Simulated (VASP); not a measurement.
# VSi35 (a cell with a defect) in VASP: notebook

VSi35 (a cell with a defect) is run at these levels: PBE; tasks: single point.

Program: VASP 6.6.1. These are calculated values, not measurements. Logs are shortened: lines on timing, memory, paths and dates and some standing lists are left out, and cuts for length are marked.

## 1. The cell of the first run

The cell holds a defect, 36 atoms: a = 9.220 Å, b = 9.220 Å, c = 9.220 Å, α = 77.59°, β = 77.59°, γ = 77.59°.

## 2. Single point, PBE, collinear spin, ferromagnetic start

Input file INCAR:

```
SYSTEM = VSi35
  PREC = Accurate
  ENCUT = 520
  EDIFF = 1E-6
  ISMEAR = 0
  SIGMA = 0.02
  LREAL = Auto
  LASPH = .TRUE.
  NELM = 150
  ALGO = Normal
  ISIF = 2
  LWAVE = .FALSE.
  LCHARG = .FALSE.
  ISPIN = 2
  MAGMOM = 2 0 0 0 0 0 0 0 0 0 0 0 0 0 0 0 0 0 0 0 0 0 0 0 0 0 0 0 0 0 0 0 0 0 0 0
  LORBIT = 11
  LMAXMIX = 4
  GGA = PE
  NBANDS = 104
  LUSENCCL = .FALSE.
```

Input file KPOINTS:

```
Automatic mesh
0
Gamma
  2 2 2
  0.5 0.5 0.5
```

Input file POSCAR:

```
VSi35
1.0
   -5.7769209523      3.3353068668     -6.3650227274
    5.7769209522      3.3353068669     -6.3650227274
    0.0000000001     -6.6706137337     -6.3650227274
V Si
1 35
Direct
    0.4231054368      0.0887042916      0.4228436480
    0.7564556290      0.0900332156      0.0897245329
    0.0899457714      0.4234314136      0.4231574337
    0.7569841773      0.7562946696      0.4232182619
    0.4234788936      0.4234320537      0.0897070651
    0.0900048886      0.0900272812      0.7561569230
    0.7568925453      0.4233699107      0.7566020533
    0.0901092105      0.7571535426      0.0898155995
    0.4235409313      0.7562321123      0.7566993709
    0.0325459547      0.0341099209      0.3673284624
    0.3675971698      0.0341175134      0.0322301935
    0.7032966520      0.3698978610      0.3673935602
    0.3677895504      0.6987228223      0.3675095374
    0.0345500951      0.3678771803      0.0342606785
    0.7029492466      0.0348700077      0.7026514044
    0.3676693807      0.3698773936      0.7030138887
    0.7013588080      0.7011737228      0.0341500396
    0.0344392512      0.7011622131      0.7010353538
    0.2956138192      0.9620531284      0.2952801585
    0.6317535640      0.9655138432      0.9659039006
    0.9664339214      0.2985243445      0.2985651905
    0.6320512519      0.6331327062      0.2984215947
    0.2988876146      0.2985362772      0.9661647126
    0.9661840976      0.9654856879      0.6314930678
    0.6319377747      0.2991648993      0.6316650607
    0.9655674142      0.6322150327      0.9652320379
    0.2987106480      0.6331155610      0.6317626325
    0.9083586816      0.9096626187      0.2427997728
    0.2431193621      0.9096325287      0.9080513909
    0.5810058478      0.2479164593      0.2408465164
    0.2429031336      0.5753250617      0.2426240319
    0.9100362008      0.2429278221      0.9097499353
    0.5814726639      0.9067574795      0.5811988234
    0.2410941339      0.2479448087      0.5806929403
    0.5765440148      0.5764403757      0.9098135602
    0.9101032634      0.5764293456      0.5762172749
```

Potentials or basis: VASP PAW PBE potentials, release 64 (V_sv, Si).

Started as:

```
$ cat potpaw_PBE.64/V_sv/POTCAR potpaw_PBE.64/Si/POTCAR > POTCAR
$ mpirun -np 1 vasp_std > vasp.out
```

OUTCAR:

```text
SYSTEM = VSi35
   PREC = Accurate
   ENCUT = 520
   EDIFF = 1E-6
   ISMEAR = 0
   LREAL = Auto
   LASPH = .TRUE.
   NELM = 150
   ISIF = 2
   ISPIN = 2
   LORBIT = 11
   GGA = PE

 ion  position               nearest neighbor table
   1  0.423  0.089  0.423-  33 2.43  34 2.43  30 2.43  19 2.43
   2  0.756  0.090  0.090-  28 2.36  30 2.36  32 2.36  20 2.37
   3  0.090  0.423  0.423-  31 2.36  34 2.36  36 2.36  21 2.37
   4  0.757  0.756  0.423-  28 2.36  33 2.36  36 2.36  22 2.37
   5  0.423  0.423  0.090-  31 2.36  30 2.36  35 2.36  23 2.37
   6  0.090  0.090  0.756-  29 2.36  34 2.36  32 2.36  24 2.37
[... 28 lines left out ...]
  35  0.577  0.576  0.910-   9 2.36   5 2.36   7 2.36  17 2.38
  36  0.910  0.576  0.576-   3 2.36   4 2.36   7 2.36  18 2.38

  LATTYP: Found a trigonal (rhomboedric) cell.
 ALAT       =     9.2201194084
 COS(alpha) =     0.2148552077

  Lattice vectors:

 A1 = (  -5.7769209523,   3.3353068668,  -6.3650227274)
 A2 = (   5.7769209522,   3.3353068669,  -6.3650227274)
 A3 = (   0.0000000001,  -6.6706137337,  -6.3650227274)

Analysis of symmetry for initial positions (statically):
=====================================================================
 Subroutine PRICEL returns:
 Original cell was already a primitive cell.

 Routine SETGRP: Setting up the symmetry group for a
 trigonal (rhombohedral) supercell.

 Subroutine GETGRP returns: Found  1 space group operations
 (whereof  1 operations were pure point group operations)
 out of a pool of 12 trial point group operations.

The static configuration has the point symmetry C_1 .

Analysis of symmetry for dynamics (positions and initial velocities):
=====================================================================
 Subroutine PRICEL returns:
 Original cell was already a primitive cell.

 Routine SETGRP: Setting up the symmetry group for a
 trigonal (rhombohedral) supercell.

 Subroutine GETGRP returns: Found  1 space group operations
 (whereof  1 operations were pure point group operations)
 out of a pool of 12 trial point group operations.

The dynamic configuration has the point symmetry C_1 .

Analysis of structural, dynamic, and magnetic symmetry:
=====================================================================
 Subroutine PRICEL returns:
 Original cell was already a primitive cell.

 Routine SETGRP: Setting up the symmetry group for a
 trigonal (rhombohedral) supercell.

 Subroutine GETGRP returns: Found  1 space group operations
 (whereof  1 operations were pure point group operations)
 out of a pool of 12 trial point group operations.

The overall configuration has the point symmetry C_1 .

 Subroutine INISYM returns: Found  1 space group operations
 (whereof  1 operations are pure point group operations),
 and found     1 'primitive' translations

----------------------------------------------------------------------------------------

                                     Primitive cell

  volume of cell :     735.8401

  direct lattice vectors                    reciprocal lattice vectors
    -5.776920952  3.335306867 -6.365022727    -0.086551297  0.049970415 -0.052369543
     5.776920952  3.335306867 -6.365022727     0.086551297  0.049970415 -0.052369543
     0.000000000 -6.670613734 -6.365022727     0.000000000 -0.099940829 -0.052369543

  length of vectors
     9.220119408  9.220119408  9.220119408     0.112830574  0.112830574  0.112830574

  position of ions in fractional coordinates (direct lattice)
     0.423105437  0.088704292  0.422843648
     0.756455629  0.090033216  0.089724533
     0.089945771  0.423431414  0.423157434
     0.756984177  0.756294670  0.423218262
     0.423478894  0.423432054  0.089707065
     0.090004889  0.090027281  0.756156923
[... 28 lines left out ...]
     0.576544015  0.576440376  0.909813560
     0.910103263  0.576429346  0.576217275

  ion indices of the primitive-cell ions
   primitive index   ion index
                 1           1
                 2           2
                 3           3
                 4           4
                 5           5
                 6           6
[... 28 lines left out ...]
                35          35
                36          36

----------------------------------------------------------------------------------------

 KPOINTS: Automatic mesh

[... 34 lines left out ...]
   NGX,Y,Z   is equivalent  to a cutoff of  12.62, 12.62, 12.62 a.u.
   NGXF,Y,Z  is equivalent  to a cutoff of  25.24, 25.24, 25.24 a.u.
 SYSTEM =  VSi35
   PREC   = accura    normal or accurate (medium, high low for compatibility)
   ISTART =      0    job   : 0-new  1-cont  2-samecut
   ICHARG =      2    charge: 1-file 2-atom 10-const
   ISPIN  =      2    spin polarized calculation?
   LNONCOLLINEAR =      F non collinear calculations
   LSORBIT =      F    spin-orbit coupling
   LASPH  =      T    aspherical Exc in radial PAW
   ENCUT  =  520.0 eV  38.22 Ry    6.18 a.u.  17.14 17.14 17.14*2*pi/ulx,y,z
   NELM   =    150;   NELMIN=  2; NELMDL= -5     # of ELM steps
   EDIFF  = 0.1E-05   stopping-criterion for ELM
   LREAL  =      T    real-space projection
   EDIFFG = 0.1E-04   stopping-criterion for IOM
   NSW    =      0    number of steps for IOM
   IBRION =     -1    ionic relax: 0-MD 1-quasi-New 2-CG
   NFREE  =      0    steps in history (QN), initial steepest desc. (CG)
   ISIF   =      2    stress and relaxation
   ISYM   =      2    0-nonsym 1-usesym 2-fastsym
   POTIM  = 0.5000    time-step for ionic-motion
   TEBEG  =    0.0;   TEEND  =   0.0 temperature during run
   PSTRESS=    0.0 pullay stress
   NELECT =     153.0000    total number of electrons
   NUPDOWN=      -1.0000    fix difference up-down
   EMIN   =  10.00;   EMAX   =-10.00  energy-range for DOS
   EFERMI =   0.00;   METHOD = LEGACY
   ISMEAR =     0;   SIGMA  =   0.02  broadening in eV -4-tet -1-fermi 0-gaus
   EFERMI_NEDOS =   21; number of points for ismear=-14 and -15
   IALGO  =     38    algorithm
   IMIX   =      4    mixing-type and parameters
     AMIX     =   0.40;   BMIX     =  1.00
     AMIX_MAG =   1.60;   BMIX_MAG =  1.00
  volume/ion in A,a.u.               =      20.44       137.94
  Fermi-wavevector in a.u.,A,eV,Ry     =   0.969864  1.832777 12.798132  0.940636
  Thomas-Fermi vector in A             =   2.099952
   LORBIT       =     11    0 simple, 1 ext, 2 COOP (PROOUT), +10 PAW based schemes
   GGA     = PE    functional components
   LHFCALC =     F    Hartree Fock is set to
   AEXX    =    0.0000 exact exchange contribution
   IVDW    =     0    specifies the selected vdW correction
   LEPSILON=     F    determine dielectric tensor
   LRPA    =     F    only Hartree local field effects (RPA)
 spin polarized calculation
 Gauss-broadening in eV      SIGMA  =   0.02
  energy-cutoff  :      520.00
  volume of cell :      735.84
 maximum number of plane-waves:     19842
 NGX is ok and might be reduce to    70
   NGX = 35   NGY = 35   NGZ = 35

 number of electron     152.9999997 magnetization       1.0000046

 Free energy of the ion-electron system (eV)
  ---------------------------------------------------
  ext. energy  EPLUGINS =         0.00000000
  ---------------------------------------------------
  free energy    TOTEN  =      -195.48125106 eV

  energy without entropy =     -195.47792841  energy(sigma->0) =     -195.47958973

 E-fermi :   5.5251     XC(G=0):  -9.3556

 val. band max:        5.5194034002   @ k =   0.2500  -0.2500   0.2500
 cond. band min:       5.5279311080   @ k =   0.2500   0.2500   0.2500
 fundamental gap:      0.0085277078
 Fermi energy:         5.5251279870

 spin component 1

 k-point     1 :       0.2500    0.2500    0.2500
  band No.  band energies     occupation
      1     -58.7463      1.00000
      2     -32.6611      1.00000
      3     -32.6063      1.00000
      4     -32.6027      1.00000
      5      -5.9841      1.00000
      6      -4.9944      1.00000
[... 353 lines left out ...]
     87       7.5867      0.00000
     88       7.6713      0.00000
 Fermi energy:         5.5251279870

 spin component 2

 k-point     1 :       0.2500    0.2500    0.2500
  band No.  band energies     occupation
      1     -57.6679      1.00000
      2     -31.6962      1.00000
      3     -31.4891      1.00000
      4     -31.4719      1.00000
      5      -5.9890      1.00000
      6      -5.0007      1.00000
[... 353 lines left out ...]
     87       7.5876      0.00000
     88       7.6918      0.00000
 [bands above 88 left out]

------------------------ aborting loop because EDIFF is reached ----------------------------------------

  FORCE on cell =-STRESS in cart. coord.  units (eV):
  Direction    XX          YY          ZZ          XY          YZ          ZX
  --------------------------------------------------------------------------------------
  -------------------------------------------------------------------------------------
  Total        2.4332430      2.3637677      3.5706261      0.0548514     -0.0446791     -0.0829696
  in kB        5.2980082      5.1467367      7.7744832      0.1194304     -0.0972819     -0.1806535
  external PRESSURE =       6.0730760 kB  Pullay stress =       0.0000000 kB

 VOLUME and BASIS-vectors are now :
 -----------------------------------------------------------------------------
  energy-cutoff  :      520.00
  volume of cell :      735.84
      direct lattice vectors                 reciprocal lattice vectors
    -5.776920952  3.335306867 -6.365022727    -0.086551297  0.049970415 -0.052369543
     5.776920952  3.335306867 -6.365022727     0.086551297  0.049970415 -0.052369543
     0.000000000 -6.670613734 -6.365022727     0.000000000 -0.099940829 -0.052369543

 POSITION                                       TOTAL-FORCE (eV/Angst)
 -----------------------------------------------------------------------------------
     -1.93181     -1.11358     -5.94909         0.003150      0.002433     -0.000985
     -3.84987      2.22478     -5.95902         0.000682     -0.002619     -0.000061
      1.92652     -1.11045     -5.96106        -0.003559      0.004015     -0.002378
     -0.00398      2.22412    -12.32585         0.001261     -0.003199      0.000948
     -0.00027      2.22631     -5.96159        -0.000271     -0.003224     -0.000851
      0.00013     -4.44357     -5.95886        -0.002928      0.001256     -0.001922
[... 28 lines left out ...]
     -0.00060     -2.22346    -13.12976         0.004336     -0.006498      0.006426
     -1.92761      1.11432    -13.12945         0.001080      0.005314      0.005773
 -----------------------------------------------------------------------------------
    total drift:                                0.002541      0.001683      0.002670

  FREE ENERGIE OF THE ION-ELECTRON SYSTEM (eV)
  ---------------------------------------------------
  free  energy   TOTEN  =      -195.4812510562 eV

  energy  without entropy=     -195.4779284072  energy(sigma->0) =     -195.47958973

 total charge

# of ion       s       p       d       tot
------------------------------------------
    1        2.314   6.134   3.071  11.519
    2        0.753   0.923   0.000   1.675
    3        0.753   0.924   0.000   1.677
    4        0.753   0.925   0.000   1.678
    5        0.753   0.924   0.000   1.677
    6        0.753   0.923   0.000   1.675
[... 28 lines left out ...]
   35        0.753   0.923   0.000   1.676
   36        0.753   0.923   0.000   1.676
--------------------------------------------------
tot         28.679  38.652   3.071  70.402

 magnetization (x)

# of ion       s       p       d       tot
------------------------------------------
    1        0.017  -0.001   1.076   1.092
    2        0.001  -0.004   0.000  -0.003
    3        0.001  -0.003   0.000  -0.001
    4        0.001  -0.002   0.000  -0.001
    5        0.001  -0.003   0.000  -0.001
    6        0.001  -0.004   0.000  -0.003
[... 28 lines left out ...]
   35       -0.000  -0.005   0.000  -0.005
   36       -0.000  -0.005   0.000  -0.005
--------------------------------------------------
tot          0.006  -0.149   1.076   0.933
```

Run time: 1.8 min. Hardware: 1 × NVIDIA H100 80GB with 1 thread of AMD EPYC 7R13 (Zen 3), shared host; peak memory 1.8 GiB.

Results:

```yaml
Free_energy: -195.4813 eV
Pressure: 0.6 GPa
Largest_force: 0.014 eV/Å
Band_gap_on_the_k_mesh: 0.01 eV
Net_moment: 1.00 μB per cell
Site_moments: V +1.09; Si -0.00, +0.00, -0.03, -0.01 (each value once) μB
Valence_electrons_inside_the_program's_atomic_spheres: V 11.52; Si 1.68, 1.72, 1.67 (each value once)
```

Forces on the atoms (eV/Å):
```
V    0.003  0.002 -0.001
Si   0.001 -0.003  0.000
Si  -0.004  0.004 -0.002
Si   0.001 -0.003  0.001
Si   0.000 -0.003 -0.001
Si  -0.003  0.001 -0.002
Si   0.000  0.000  0.000
Si   0.001  0.002 -0.008
Si   0.001  0.005  0.000
Si  -0.006  0.001  0.000
Si  -0.003 -0.004  0.000
Si   0.000  0.005 -0.001
Si   0.010  0.007 -0.002
Si  -0.002  0.002 -0.003
Si  -0.007 -0.005  0.000
Si   0.005 -0.003 -0.001
Si   0.002  0.003 -0.002
Si   0.004  0.001 -0.003
Si   0.001 -0.003  0.005
Si   0.001  0.006 -0.001
Si   0.003 -0.004 -0.002
Si  -0.008 -0.007  0.001
Si  -0.002  0.004  0.000
Si   0.006  0.001 -0.001
Si   0.000  0.001  0.014
Si  -0.002 -0.002 -0.002
Si  -0.010 -0.004  0.001
Si   0.003  0.001  0.000
Si   0.005  0.002  0.001
Si   0.002  0.010 -0.004
Si  -0.007 -0.005  0.000
Si  -0.007 -0.003  0.003
Si  -0.005 -0.002 -0.001
Si   0.009 -0.004 -0.003
Si   0.004 -0.006  0.006
Si   0.001  0.005  0.006
```

Levels at points of the mesh, in eV from the valence-band top:
Spin up:
| k point | band 74 | band 75 | band 76 | band 77 | band 78 | band 79 | band 80 | band 81 |
| --- | --- | --- | --- | --- | --- | --- | --- | --- |
| (0.25, 0.25, 0.25) | -0.83 | -0.25 | -0.23 | -0.02 | 0.01 | 0.75 | 1.13 | 1.14 |
Spin down:
```csv
k point,band 72,band 73,band 74,band 75,band 76,band 77,band 78,band 79,band 80,band 81
"(0.25, 0.25, 0.25)",-0.84,-0.69,-0.68,-0.12,-0.12,0.77,0.88,0.97,1.19,1.20
```

## 3. Single point, PBE, collinear spin, ferromagnetic start

Input file INCAR:

```
SYSTEM = VSi35
PREC     = Accurate       ! precision mode
ENCUT    = 520            ! plane-wave cutoff, eV
EDIFF    = 1E-7           ! SCF threshold, eV
ISMEAR   = 0              ! smearing method
SIGMA    = 0.02           ! smearing width, eV
LREAL    = Auto         
LASPH    = .True.         ! aspherical terms in the spheres
NELM     = 150            ! most SCF steps
ALGO     = Normal         ! electronic algorithm
ISIF     = 2              ! what is computed and relaxed
LWAVE    = .False.        ! write WAVECAR
LCHARG   = .False.        ! write CHGCAR
ISPIN    = 2              ! spin polarisation
MAGMOM   = 3 0 0 0 0 0 0 0 0 0 0 0 0 0 0 0 0 0 0 0 0 0 0 0 0 0 0 0 0 0 0 0 0 0 0 0 ! initial moments
LORBIT   = 11             ! projections on sites
LMAXMIX  = 4              ! l up to which the mixer works
GGA      = PE             ! functional
NBANDS   = 104            ! bands
LUSENCCL = .False.
```

KPOINTS is that of step 2.

POSCAR is that of step 2.

Potentials or basis: VASP PAW PBE potentials, release 64 (V_sv, Si).

Started as:

```
$ cat potpaw_PBE.64/V_sv/POTCAR potpaw_PBE.64/Si/POTCAR > POTCAR
$ mpirun -np 1 vasp_std > vasp.out
```

Run time: 1.8 min. Hardware: 1 × NVIDIA H100 80GB with 1 thread of AMD EPYC 7R13 (Zen 3), shared host; peak memory 1.8 GiB.

Results (log left out):

* Free energy: -195.4813 eV
* Pressure: 0.6 GPa
* Largest force: 0.014 eV/Å
* Band gap on the k mesh: 0.01 eV
* Net moment: 1.00 μB per cell
* Site moments: V +1.09; Si -0.00, +0.00, -0.03, -0.01 (each value once) μB
* Valence electrons inside the program's atomic spheres: V 11.52; Si 1.68, 1.72, 1.67 (each value once)

Forces in eV/Å, atoms in the order of the input:
```
V    0.003  0.002 -0.001
Si   0.001 -0.003  0.000
Si  -0.004  0.004 -0.002
Si   0.001 -0.003  0.001
Si   0.000 -0.003 -0.001
Si  -0.003  0.001 -0.002
Si   0.000  0.000  0.000
Si   0.001  0.002 -0.008
Si   0.001  0.005  0.000
Si  -0.006  0.001  0.000
Si  -0.003 -0.004  0.000
Si   0.000  0.005 -0.001
Si   0.010  0.007 -0.002
Si  -0.002  0.002 -0.003
Si  -0.007 -0.005  0.000
Si   0.005 -0.003 -0.001
Si   0.002  0.003 -0.002
Si   0.004  0.001 -0.003
Si   0.001 -0.003  0.005
Si   0.001  0.006 -0.001
Si   0.003 -0.004 -0.002
Si  -0.008 -0.007  0.001
Si  -0.002  0.004  0.000
Si   0.006  0.001 -0.001
Si   0.000  0.001  0.014
Si  -0.002 -0.002 -0.002
Si  -0.010 -0.004  0.001
Si   0.003  0.001  0.000
Si   0.005  0.002  0.001
Si   0.002  0.010 -0.004
Si  -0.007 -0.005  0.000
Si  -0.007 -0.003  0.003
Si  -0.005 -0.002 -0.001
Si   0.009 -0.004 -0.003
Si   0.004 -0.006  0.006
Si   0.001  0.005  0.006
```

Stress tensor (GPa, compression positive):
```
 0.53  0.01 -0.02
 0.01  0.51 -0.01
-0.02 -0.01  0.78
```

Levels at points of the mesh, in eV from the valence-band top:
Spin up:
```tsv
k point	band 74	band 75	band 76	band 77	band 78	band 79	band 80	band 81
(0.25, 0.25, 0.25)	-0.83	-0.25	-0.23	-0.02	0.01	0.75	1.13	1.14
```
Spin down:
| k point | band 73 | band 74 | band 75 | band 76 | band 77 | band 78 | band 79 | band 80 |
| --- | --- | --- | --- | --- | --- | --- | --- | --- |
| (0.25, 0.25, 0.25) | -0.69 | -0.68 | -0.12 | -0.12 | 0.77 | 0.88 | 0.97 | 1.19 |

(Continued in part 2 of 2.)
